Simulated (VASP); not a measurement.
Set up this calculation in VASP 6.6.1, as the native input.

| Item | Value |
| --- | --- |
| Task | single point |
| Functional | PBE |
| Potentials or basis | VASP PAW PBE potentials, release 64 (Hf_pv, Bi_d, O) |
| Cutoff | 520 eV |
| k mesh | 6 × 6 × 2 |
| Occupations | gaussian, width 0.1 eV |
| Spin | no spin polarisation |
| Dipole correction | no |
| Further INCAR settings | ALGO = Normal; EDIFF = 1e-06; NBANDS = 36 |

The structure of Hf2Bi2O lies in POSCAR:

```
Hf2Bi2O
1.0
    5.2960527869      0.0000000000      0.0000000000
   -2.6480263934      4.5865162532      0.0000000000
    0.0000000000      0.0000000000      6.7548653868
Hf Bi O
2 2 1
Direct
    0.0000000000      0.0000000000      0.7860531402
    0.0000000000      0.0000000000      0.2139468598
    0.3333333333      0.6666666667      0.0000000000
    0.6666666667      0.3333333333      0.0000000000
    0.0000000000      0.0000000000      0.5000000000
```

The input as run:

INCAR

```
SYSTEM = Hf2Bi2O
ALGO = Normal
EDIFF = 1E-6
ENCUT = 520
GGA = PE
ISIF = 2
ISMEAR = 0
LASPH = .True.
LCHARG = .False.
LREAL = .False.
LWAVE = .False.
NBANDS = 36
NELM = 60
PREC = Accurate
SIGMA = 0.1
```

KPOINTS

```
k-points
0
Gamma
  6 6 2
  0 0 0
```

Potentials or basis: VASP PAW PBE potentials, release 64 (Hf_pv, Bi_d, O).

Command:

```sh
$ cat potpaw_PBE.64/Hf_pv/POTCAR potpaw_PBE.64/Bi_d/POTCAR potpaw_PBE.64/O/POTCAR > POTCAR
$ mpirun -np 1 vasp_std > vasp.out
```

Results of the run:

- Pressure: -0.3 GPa
- Largest force: 0.102 eV/Å
- Band gap on the k mesh: zero (band 28 reaches 4.12 eV, above the bottom of band 29 at 3.29 eV)

Caveat: the k points lie up to 0.47 Å⁻¹ apart; spin-orbit coupling is left out, which moves the levels of the heavy elements.

It took 92 s on 1 thread of Intel(R) Xeon(R) Platinum 8259CL CPU @ 2.50GHz (Skylake/Cascade Lake), on a shared host, peak memory 0.3 GiB.
